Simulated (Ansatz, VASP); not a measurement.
**HfO2 in VASP and in Ansatz**

Contents of INCAR:

```
PREC = Accurate ; ENCUT = 600
EDIFF = 1E-6 ; ISMEAR = 0
SIGMA = 0.01 ; LREAL = False
LASPH = True ; NELM = 100
ALGO = Normal ; ISIF = 3
LWAVE = False ; LCHARG = False
GGA = PE ; IBRION = 2
NSW = 80 ; EDIFFG = -0.001
```

Contents of KPOINTS:

```
regular mesh
0
Gamma
  6 6 8
```

File POSCAR:

```
HfO2
1.0
    4.8803626997      0.0000000000      0.0000000000
    0.0000000000      4.8803626997      0.0000000000
    0.0000000000      0.0000000000      3.2376885664
Hf O
2 4
Direct
    0.0000000000      0.0000000000      0.0000000000
    0.5000000000      0.5000000000      0.5000000000
    0.1948152178      0.8051847822      0.5000000000
    0.3051847822      0.3051847822      0.0000000000
    0.6948152178      0.6948152178      0.0000000000
    0.8051847822      0.1948152178      0.5000000000
```

Input for Ansatz:

```yaml
crystal:
  lattice:
    - [4.8803626997, 0.0, 0.0]
    - [0.0, 4.8803626997, 0.0]
    - [0.0, 0.0, 3.2376885664]
  atoms:
    - { symbol: Hf, position: [0.0, 0.0, 0.0] }
    - { symbol: Hf, position: [0.5, 0.5, 0.5] }
    - { symbol: O, position: [0.1948152178, 0.8051847822, 0.5] }
    - { symbol: O, position: [0.3051847822, 0.3051847822, 0.0] }
    - { symbol: O, position: [0.6948152178, 0.6948152178, 0.0] }
    - { symbol: O, position: [0.8051847822, 0.1948152178, 0.5] }
basis:
  ecutwfc: 420
kpoints:
  mp_grid: { grid: [6, 6, 8] }
hamiltonian:
  xc: pbe
scf:
  occupations: { method: fixed }
output:
  forces: true
  stress: true
  eigenvalues: true
relax:
  adjacent_minimum: "off"
  f_tol: 0.001
  max_steps: 60
  cell: { stress_tol: 0.01 }
```

Alike in both runs: task relaxation of cell and atoms; functional PBE; k mesh 6 × 6 × 8; no spin polarisation.

```csv
,VASP,Ansatz
version,VASP 6.6.1,Ansatz 0.2.0
potentials or method,"VASP PAW PBE potentials, release 64 (Hf_pv, O), cutoff 600 eV","scalar-relativistic, plane waves, PAW"
occupations,"gaussian, width 0.01 eV",fixed
valence electrons in the cell,44,76
```

|  | VASP | Ansatz | Ansatz less VASP |
| --- | --- | --- | --- |
| gap on the k mesh at the Fermi level, each at its own relaxed structure (eV) | 3.90 | 3.90 | +0.002 |
| relaxed volume (Å³/atom) | 12.68 | 12.85 | +0.176 |
| relaxed length of the cell vector where the two differ most in proportion (Å) | 4.857 | 4.881 | +0.0232 |

VASP's potentials hold 44 valence electrons a cell and Ansatz's 76, so a difference there can come from the potentials and not from the codes.

Neither program's run includes spin-orbit coupling.
